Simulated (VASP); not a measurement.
Runs of VASP 6.6.1 on Sb. The structure is that of space group Fm-3m (No. 225), or close to it. The cells are those of the table. 

| cell | gap on the mesh (eV) | pressure (GPa) |
| --- | --- | --- |
| a = 3.242, b = 3.242, c = 3.297 Å, angles 59.4, 59.4, 61.1°, 1 atom | none | 8.8 |
| a = 3.260 Å, angles 60.0°, 1 atom | none | 8.4 |
| a = 3.298, b = 3.298, c = 3.190 Å, angles 61.1, 61.1, 57.8°, 1 atom | none | 8.8 |
| a = 3.279, b = 3.279, c = 3.224 Å, angles 60.5, 60.5, 58.9°, 1 atom | none | (a) |

Alike in all rows: task single point; level PBE; potentials or basis VASP PAW PBE potentials, release 64 (Sb); no spin polarisation; k mesh 12 × 12 × 12; cutoff (eV) 500; smearing methfessel-paxton 0.1 eV.

Problem. Estimate the missing entries.

Solution. (a) 8.7.

Caveats: spin-orbit coupling is left out, which moves the levels of the heavy elements.

A k mesh can miss the band edges, and the runs leave out spin-orbit coupling on Sb.

A gap of «none» marks levels without a gap at the run's occupations.
